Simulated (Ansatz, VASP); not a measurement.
Two plane-wave programs on Ca3As2

```
CELL_PARAMETERS angstrom
6.15382 0.00000 0.00000
-3.07691 5.32937 0.00000
0.00000 0.00000 6.29648
ATOMIC_POSITIONS crystal
Ca 0.50000 0.00000 0.00000
Ca 0.00000 0.50000 0.00000
Ca 0.50000 0.50000 0.00000
As 0.00000 0.00000 0.20100
As 0.00000 0.00000 0.79900
```

Alike in both runs: functional PBE; k mesh 6 × 6 × 6; occupations gaussian, width 0.1 eV; no spin polarisation.

Ansatz relaxed the structure, and its values are those at the end. VASP's run is a single point on that final structure, the one shown.

|  | VASP | Ansatz |
| --- | --- | --- |
| version | VASP 6.6.1 | Ansatz 0.2.0 |
| potentials or method | VASP PAW PBE potentials, release 64 (Ca_sv, As), cutoff 520 eV | scalar-relativistic, plane waves, PAW |
| valence electrons in the cell | 40 | 60 |

|  | VASP | Ansatz | Ansatz less VASP |
| --- | --- | --- | --- |
| gap on the k mesh at the Fermi level (eV) | none | none | - |
| pressure (GPa) | 0.1 | 0.0 | -0.07 |
| rms of the force components (eV/Å) | 0.013 | 0.001 | -0.0110 |

A gap of «none» marks a metal or a gap that the smearing closes. VASP's potentials hold 40 valence electrons a cell and Ansatz's 60, so a difference there can come from the potentials and not from the codes.
